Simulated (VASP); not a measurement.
# Si (P6_422) in VASP: further runs, part 2 of 2

VASP 6.6.1.

**4. Single point, PBE-based screened hybrid with 15 % exact exchange**

File POSCAR:

```
Si
1.0
    3.9057500000      0.0000000000      0.0000000000
   -1.9528700000      3.3824800000      0.0000000000
    0.0000000000      0.0000000000      4.1166600000
Si
3
Direct
    0.0000000000      0.5000000000      0.3333300000
    0.5000000000      0.5000000000      0.6666700000
    0.5000000000      0.0000000000      0.0000000000
```

File INCAR.step1:

```
SYSTEM = Si
PREC = Accurate ; ENCUT = 520
EDIFF = 1E-5 ; ISMEAR = -1
SIGMA = 0.05 ; LREAL = .FALSE.
LASPH = .TRUE. ; NELM = 100
ALGO = Normal ; ISIF = 2
LWAVE = .TRUE. ; GGA = PE
NBANDS = 13
```

File INCAR.step2:

```
SYSTEM = Si
PREC = Accurate ; ENCUT = 520
EDIFF = 1E-6 ; ISMEAR = -1
SIGMA = 0.05 ; LREAL = .FALSE.
LASPH = .TRUE. ; NELM = 100
ALGO = Normal ; ISIF = 2
LWAVE = .FALSE. ; LCHARG = .TRUE.
GGA = PE ; LHFCALC = .TRUE.
AEXX = 0.15 ; HFSCREEN = 0.2
PRECFOCK = Normal ; LELF = .TRUE.
LVHAR = .TRUE. ; ISTART = 1
NBANDS = 13
```

File KPOINTS:

```
Automatic mesh
0
G
  4 4 4
  0 0 0
```

Potentials or basis: VASP PAW PBE potentials, release 64 (Si).

Started as:

```bash
> cat potpaw_PBE.64/Si/POTCAR > POTCAR
> cp INCAR.step1 INCAR
> mpirun -np 1 vasp_std > vasp.out
> cp INCAR.step2 INCAR
> mpirun -np 1 vasp_std > vasp.out
```

OUTCAR:

```text
SYSTEM = Si
   PREC = Accurate
   ENCUT = 520
   EDIFF = 1E-6
   ISMEAR = -1
   LREAL = .FALSE.
   LASPH = .TRUE.
   NELM = 100
   ISIF = 2
   GGA = PE
   LHFCALC = .TRUE.
   AEXX = 0.15
   HFSCREEN = 0.2
   PRECFOCK = Normal
   ISTART = 1

 ion  position               nearest neighbor table
   1  0.000  0.500  0.333-   3 2.39   3 2.39   2 2.39   2 2.39
   2  0.500  0.500  0.667-   3 2.39   3 2.39   1 2.39   1 2.39
   3  0.500  0.000  0.000-   2 2.39   2 2.39   1 2.39   1 2.39

  LATTYP: Found a hexagonal cell.
 ALAT       =     3.9057500000
 C/A-ratio  =     1.0539998720

  Lattice vectors:

 A1 = (   3.9057500000,   0.0000000000,   0.0000000000)
 A2 = (  -1.9528700000,   3.3824800000,   0.0000000000)
 A3 = (   0.0000000000,   0.0000000000,   4.1166600000)

Analysis of symmetry for initial positions (statically):
=====================================================================
 Subroutine PRICEL returns:
 Original cell was already a primitive cell.

 Routine SETGRP: Setting up the symmetry group for a
 hexagonal supercell.

 Subroutine GETGRP returns: Found  4 space group operations
 (whereof  4 operations were pure point group operations)
 out of a pool of 24 trial point group operations.

The static configuration has the point symmetry D_2 .

Analysis of symmetry for dynamics (positions and initial velocities):
=====================================================================
 Subroutine PRICEL returns:
 Original cell was already a primitive cell.

 Routine SETGRP: Setting up the symmetry group for a
 hexagonal supercell.

 Subroutine GETGRP returns: Found  4 space group operations
 (whereof  4 operations were pure point group operations)
 out of a pool of 24 trial point group operations.

The dynamic configuration has the point symmetry D_2 .

 Subroutine INISYM returns: Found  4 space group operations
 (whereof  4 operations are pure point group operations),
 and found     1 'primitive' translations

----------------------------------------------------------------------------------------

                                     Primitive cell

  volume of cell :      54.3857

  direct lattice vectors                    reciprocal lattice vectors
     3.905750000  0.000000000  0.000000000     0.256032772  0.147820156  0.000000000
    -1.952870000  3.382480000  0.000000000     0.000000000  0.295641068  0.000000000
     0.000000000  0.000000000  4.116660000     0.000000000  0.000000000  0.242915373

  length of vectors
     3.905750000  3.905748608  4.116660000     0.295640963  0.295641068  0.242915373

  position of ions in fractional coordinates (direct lattice)
     0.000000000  0.500000000  0.333330000
     0.500000000  0.500000000  0.666670000
     0.500000000  0.000000000  0.000000000

  ion indices of the primitive-cell ions
   primitive index   ion index
                 1           1
                 2           2
                 3           3

----------------------------------------------------------------------------------------

[... 52 lines left out ...]
   ions per type =               3
   NGX,Y,Z   is equivalent  to a cutoff of  12.77, 12.77, 12.92 a.u.
   NGXF,Y,Z  is equivalent  to a cutoff of  25.54, 25.54, 25.85 a.u.
 SYSTEM =  Si
   PREC   = accura    normal or accurate (medium, high low for compatibility)
   ISTART =      1    job   : 0-new  1-cont  2-samecut
   ICHARG =      0    charge: 1-file 2-atom 10-const
   ISPIN  =      1    spin polarized calculation?
   LNONCOLLINEAR =      F non collinear calculations
   LSORBIT =      F    spin-orbit coupling
   LASPH  =      T    aspherical Exc in radial PAW
   ENCUT  =  520.0 eV  38.22 Ry    6.18 a.u.   7.26  7.26  7.65*2*pi/ulx,y,z
   NELM   =    100;   NELMIN=  2; NELMDL=  0     # of ELM steps
   EDIFF  = 0.1E-05   stopping-criterion for ELM
   LREAL  =      F    real-space projection
   EDIFFG = 0.1E-04   stopping-criterion for IOM
   NSW    =      0    number of steps for IOM
   IBRION =     -1    ionic relax: 0-MD 1-quasi-New 2-CG
   NFREE  =      0    steps in history (QN), initial steepest desc. (CG)
   ISIF   =      2    stress and relaxation
   ISYM   =      3    0-nonsym 1-usesym 2-fastsym
   POTIM  = 0.5000    time-step for ionic-motion
   TEBEG  =    0.0;   TEEND  =   0.0 temperature during run
   PSTRESS=    0.0 pullay stress
   NELECT =      12.0000    total number of electrons
   NUPDOWN=      -1.0000    fix difference up-down
   EMIN   =  10.00;   EMAX   =-10.00  energy-range for DOS
   EFERMI =   0.00;   METHOD = LEGACY
   ISMEAR =    -1;   SIGMA  =   0.05  broadening in eV -4-tet -1-fermi 0-gaus
   EFERMI_NEDOS =   21; number of points for ismear=-14 and -15
   IALGO  =     38    algorithm
   IMIX   =      1    mixing-type and parameters
     AMIX     =   0.40;   BMIX     =  1.00
     AMIX_MAG =   1.60;   BMIX_MAG =  1.00
  volume/ion in A,a.u.               =      18.13       122.34
  Fermi-wavevector in a.u.,A,eV,Ry     =   0.989252  1.869416 13.314932  0.978620
  Thomas-Fermi vector in A             =   2.120838
   LORBIT       =      0    0 simple, 1 ext, 2 COOP (PROOUT), +10 PAW based schemes
   GGA     = PE    functional components
   LHFCALC =     T    Hartree Fock is set to
   PRECFOCK=normal    Normal, Fast or Accurate (Low or Medium for compatibility)
   ENCUT4O =  -1.0   cutoff for four orbital integrals eV
   NKREDX  =     1    reduce k-point grid by
   NKREDY  =     1    reduce k-point grid by
   NKREDZ  =     1    reduce k-point grid by
   AEXX    =    0.1500 exact exchange contribution
   HFSCREEN=    0.2000 screening length (either q_TF or 0.3 A-1)
   HFSCREENC=   0.2000 screening length for correlation (either q_TF or 0.3 A-1)
   ENCUTFOCK=  -1.0 apply spherical cutoff to Coloumb kernel
   IVDW    =     0    specifies the selected vdW correction
   LEPSILON=     F    determine dielectric tensor
   LRPA    =     F    only Hartree local field effects (RPA)
 non-spin polarized calculation
  energy-cutoff  :      520.00
  volume of cell :       54.39
 maximum number of plane-waves:      1480
 NGX is ok and might be reduce to    30
  NGX = 24; NGY = 24; NGZ = 24

 number of electron      12.0000000 magnetization

 Free energy of the ion-electron system (eV)
  ---------------------------------------------------
  ext. energy  EPLUGINS =         0.00000000
  ---------------------------------------------------
  free energy    TOTEN  =       -17.14946828 eV

  energy without entropy =      -17.14512784  energy(sigma->0) =      -17.14729806

 E-fermi :   7.2691     XC(G=0):  -8.9977

 val. band max:        6.6214033494   @ k =   0.0000   0.0000   0.5000
 cond. band min:       7.3147880101   @ k =   0.0000   0.0000   0.5000
 fundamental gap:      0.6933846607
 Fermi energy:         7.2690738395

 k-point     1 :       0.0000    0.0000    0.0000
  band No.  band energies     occupation
      1      -6.6464      2.00000
      2       1.6722      2.00000
      3       1.6722      2.00000
      4       3.5658      2.00000
      5       6.3334      2.00000
      6       6.3335      2.00000
      7       8.3241      0.00000
      8       8.3242      0.00000
      9      11.0779      0.00000
     10      12.6503      0.00000
     11      12.6504      0.00000
     12      13.4076      0.00000
     13      15.2915      0.00000
[... 306 lines left out ...]
  band No.  band energies     occupation
      1      -2.7181      2.00000
      2      -2.2264      2.00000
      3       0.0123      2.00000
      4       1.4552      2.00000
      5       2.8856      2.00000
      6       3.6476      2.00000
      7      10.8444      0.00000
      8      10.9496      0.00000
      9      11.8655      0.00000
     10      12.2876      0.00000
     11      15.3319      0.00000
     12      15.3606      0.00000
     13      16.7604      0.00000

------------------------ aborting loop because EDIFF is reached ----------------------------------------

  FORCE on cell =-STRESS in cart. coord.  units (eV):
  Direction    XX          YY          ZZ          XY          YZ          ZX
  --------------------------------------------------------------------------------------
  -------------------------------------------------------------------------------------
  Total       -0.3811688     -0.3808034     -0.9611948     -0.0000006      0.0000000      0.0000000
  in kB      -11.2290568    -11.2182924    -28.3163539     -0.0000166      0.0000000      0.0000000
  external PRESSURE =     -16.9212344 kB  Pullay stress =       0.0000000 kB

 VOLUME and BASIS-vectors are now :
 -----------------------------------------------------------------------------
  energy-cutoff  :      520.00
  volume of cell :       54.39
      direct lattice vectors                 reciprocal lattice vectors
     3.905750000  0.000000000  0.000000000     0.256032772  0.147820156  0.000000000
    -1.952870000  3.382480000  0.000000000     0.000000000  0.295641068  0.000000000
     0.000000000  0.000000000  4.116660000     0.000000000  0.000000000  0.242915373

 POSITION                                       TOTAL-FORCE (eV/Angst)
 -----------------------------------------------------------------------------------
     -0.97644      1.69124      1.37221         0.000000      0.000000      0.000251
      0.97644      1.69124      2.74445         0.000000      0.000000     -0.000251
      1.95287      0.00000      0.00000         0.000000      0.000000      0.000000
 -----------------------------------------------------------------------------------
    total drift:                                0.000000      0.000000     -0.000001

  FREE ENERGIE OF THE ION-ELECTRON SYSTEM (eV)
  ---------------------------------------------------
  free  energy   TOTEN  =       -17.1494682777 eV

  energy  without entropy=      -17.1451278409  energy(sigma->0) =      -17.14729806
```

It took 5.2 min on 1 thread of Intel Xeon Platinum 8488C (Sapphire Rapids), shared host; peak memory 0.26 GiB.

Results:

```yaml
Free_energy: -17.1495 eV
Pressure: -1.7 GPa
Band_gap_on_the_k_mesh: 0.05 eV (least direct gap 1.80 eV)
```

Stress tensor (GPa, compression positive):
```
-1.12  0.00  0.00
 0.00 -1.12  0.00
 0.00  0.00 -2.83
```

Levels at points of the mesh, in eV from the valence-band top:
| k point | band 2 | band 3 | band 4 | band 5 | band 6 | band 7 | band 8 | band 9 | band 10 | band 11 |
| --- | --- | --- | --- | --- | --- | --- | --- | --- | --- | --- |
| (0.00, 0.00, 0.00) | -5.64 | -5.64 | -3.75 | -0.98 | -0.98 | 1.01 | 1.01 | 3.76 | 5.34 | 5.34 |
| (0.50, 0.00, 0.00) | -10.03 | -4.89 | -3.58 | -3.18 | -2.23 | 0.05 | 0.63 | 4.61 | 5.28 | 5.90 |
| (0.00, 0.50, 0.00) | -10.03 | -4.89 | -3.58 | -3.18 | -2.23 | 0.05 | 0.63 | 4.61 | 5.28 | 5.90 |
| (0.00, 0.00, 0.50) | -11.78 | -1.99 | -1.99 | -0.69 | 0.00 | 1.80 | 2.53 | 2.53 | 2.76 | 2.76 |
| (0.50, 0.00, 0.50) | -8.78 | -8.59 | -6.45 | -2.55 | -2.07 | 0.06 | 0.60 | 6.89 | 7.64 | 8.74 |
| (0.00, 0.50, 0.50) | -8.78 | -8.59 | -6.45 | -2.55 | -2.07 | 0.06 | 0.60 | 6.89 | 7.64 | 8.74 |

Caveat: the k points lie up to 0.46 Å⁻¹ apart; the smearing spreads over this small gap; the PAW data sets were made with another functional, which shifts forces and pressure a little.

**5. Single point, PBE-based screened hybrid with 20 % exact exchange**

POSCAR is that of step 4.

File INCAR.step1:

```
ALGO     = Normal         # electronic algorithm
EDIFF    = 1E-5           # SCF threshold, eV
ENCUT    = 520            # plane-wave cutoff, eV
GGA      = PE             # functional
ISIF     = 2              # what is computed and relaxed
ISMEAR   = -1             # smearing method
LASPH    = T              # aspherical terms in the spheres
LREAL    = F              # projectors in reciprocal space
LWAVE    = T              # write WAVECAR
NBANDS   = 13             # bands
NELM     = 80             # most SCF steps
PREC     = Accurate       # precision mode
SIGMA    = 0.05           # smearing width, eV
```

File INCAR.step2:

```
AEXX     = 0.2            # exact-exchange fraction
ALGO     = Normal         # electronic algorithm
EDIFF    = 1E-6           # SCF threshold, eV
ENCUT    = 520            # plane-wave cutoff, eV
GGA      = PE             # functional
HFSCREEN = 0.2            # screening, 1/A
ISIF     = 2              # what is computed and relaxed
ISMEAR   = -1             # smearing method
ISTART   = 1            
LASPH    = T              # aspherical terms in the spheres
LCHARG   = T              # write CHGCAR
LELF     = T              # ELF
LHFCALC  = T              # exact exchange
LREAL    = F              # projectors in reciprocal space
LVHAR    = T            
LWAVE    = F              # write WAVECAR
NBANDS   = 13             # bands
NELM     = 80             # most SCF steps
PREC     = Accurate       # precision mode
PRECFOCK = Normal       
SIGMA    = 0.05           # smearing width, eV
```

File KPOINTS:

```
k-points
0
Gamma
  4 4 4
```

Started as:

```bash
> cat potpaw_PBE.64/Si/POTCAR > POTCAR
> cp INCAR.step1 INCAR
> mpirun -np 1 vasp_std > vasp.out
> cp INCAR.step2 INCAR
> mpirun -np 1 vasp_std > vasp.out
```

Run time: 4.7 min. Hardware: 1 thread of Intel Xeon Platinum 8488C (Sapphire Rapids), shared host; peak memory 0.26 GiB.

The run converged. Its results:

- Free energy: -17.6606 eV
- Pressure: -2.1 GPa
- Band gap on the k mesh: 0.15 eV (least direct gap 1.97 eV)

Stress tensor (GPa, compression positive):
```
-1.60  0.00  0.00
 0.00 -1.60  0.00
 0.00  0.00 -3.00
```

Levels at points of the mesh, in eV from the valence-band top:
```
           k point  band 3  band 4  band 5  band 6  band 7  band 8  band 9  band 10
(0.00, 0.00, 0.00)   -5.74   -3.81   -0.99   -0.99    1.14    1.14    3.90     5.54
(0.50, 0.00, 0.00)   -4.97   -3.64   -3.23   -2.26    0.15    0.75    4.80     5.48
(0.00, 0.50, 0.00)   -4.97   -3.64   -3.23   -2.26    0.15    0.75    4.80     5.48
(0.00, 0.00, 0.50)   -2.02   -2.02   -0.70    0.00    1.97    2.68    2.68     2.91
(0.50, 0.00, 0.50)   -8.75   -6.57   -2.59   -2.10    0.18    0.72    7.12     7.87
(0.00, 0.50, 0.50)   -8.75   -6.57   -2.59   -2.10    0.18    0.72    7.12     7.87
```

Caveat: the k points lie up to 0.46 Å⁻¹ apart; the PAW data sets were made with another functional, which shifts forces and pressure a little. A k mesh can miss the band edges.

**6. The runs side by side**

| level | share of exact exchange | gap on the mesh (eV) | pressure (GPa) |
| --- | --- | --- | --- |
| PBE-based screened hybrid with 5 % exact exchange | 0.05 | none | -0.9 |
| PBE-based screened hybrid with 10 % exact exchange | 0.1 | none | -1.3 |
| PBE-based screened hybrid with 15 % exact exchange | 0.15 | 0.05 | -1.7 |
| PBE-based screened hybrid with 20 % exact exchange | 0.2 | 0.15 | -2.1 |

Alike in all rows: task single point; potentials or basis VASP PAW PBE potentials, release 64 (Si); no spin polarisation; cell as given; k mesh 4 × 4 × 4; cutoff (eV) 520; smearing fermi-dirac 0.05 eV.

Caveats: all runs use coarse meshes; the PAW data sets were made with another functional, which shifts forces and pressure a little; the smearing spreads over this small gap (at least some runs).

Absolute energies hang on the potentials; compare differences alone.

The gap in the log of VASP goes by the Fermi energy; the results here count the filled bands.